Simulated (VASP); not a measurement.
A run of VASP 6.6.1:

Contents of POSCAR:

```
NaF
1.0
    0.0000000000      2.2972417802      2.2972417802
    2.2972417802      0.0000000000      2.2972417802
    2.2972417802      2.2972417802      0.0000000000
Na F
1 1
Direct
    0.0000000000      0.0000000000      0.0000000000
    0.5000000000      0.5000000000      0.5000000000
```

Contents of INCAR.step1:

```
SYSTEM = NaF
PREC = Accurate
ENCUT = 520
EDIFF = 1E-5
ISMEAR = 0
SIGMA = 0.01
LREAL = .FALSE.
LASPH = .TRUE.
NELM = 80
ALGO = Normal
ISIF = 2
LWAVE = .TRUE.
GGA = PE
NBANDS = 14
```

Contents of INCAR.step2:

```
SYSTEM = NaF
PREC = Accurate
ENCUT = 520
EDIFF = 1E-6
ISMEAR = 0
SIGMA = 0.01
LREAL = .FALSE.
LASPH = .TRUE.
NELM = 80
ALGO = Normal
ISIF = 2
LWAVE = .FALSE.
LCHARG = .TRUE.
GGA = PE
LHFCALC = .TRUE.
HFSCREEN = 0.2079
PRECFOCK = Normal
LELF = .TRUE.
LVHAR = .TRUE.
ISTART = 1
NBANDS = 14
```

KPOINTS

```
regular mesh
0
G
  4 4 4
  0 0 0
```

Potentials or basis: VASP PAW PBE potentials, release 64 (Na_pv, F).

Run with:

```sh
$ cat potpaw_PBE.64/Na_pv/POTCAR potpaw_PBE.64/F/POTCAR > POTCAR
$ cp INCAR.step1 INCAR
$ mpirun -np 1 vasp_std > vasp.out
$ cp INCAR.step2 INCAR
$ mpirun -np 1 vasp_std > vasp.out
```

Hardware: 1 thread of AMD EPYC 7R43 64-Core Processor (Zen 3) (shared host).

Problem. How long does it take, and how much memory?

Solution. It took 2.1 min on 1 thread of AMD EPYC 7R43 64-Core Processor (Zen 3) (shared host), peak memory 0.2 GiB. Counts: k points 8.
